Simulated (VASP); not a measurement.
A run of VASP 6.6.1 is set up as follows.

File INCAR:

```
  PREC = Accurate
  ENCUT = 520
  EDIFF = 1E-7
  ISMEAR = -1
  SIGMA = 0.05
  LREAL = False
  LASPH = True
  NELM = 100
  ALGO = Normal
  ISIF = 2
  LWAVE = False
  LCHARG = False
  GGA = PE
  NBANDS = 11
```

File KPOINTS:

```
regular mesh
0
Gamma
  15 15 15
```

The input POSCAR:

```
Hf
1.0
    2.7300191523      0.0000000000      0.0000000000
    0.0000000000      2.7300191523      0.0000000000
    0.0000000000      0.0000000000      2.7300191523
Hf
1
Direct
    0.0000000000      0.0000000000      0.0000000000
```

Potentials or basis: VASP PAW PBE potentials, release 64 (Hf_pv).

The run is started by

```sh
$ cat potpaw_PBE.64/Hf_pv/POTCAR > POTCAR
$ mpirun -np 1 vasp_std > vasp.out
```

(1) What does it give for the pressure?

(2) What does it give for the band gap on the k mesh?

Results:

(1) 19.5 GPa.

(2) zero (band 5 reaches 6.12 eV, above the bottom of band 6 at 3.20 eV).

Caveat: spin-orbit coupling is left out, which moves the levels of the heavy elements.
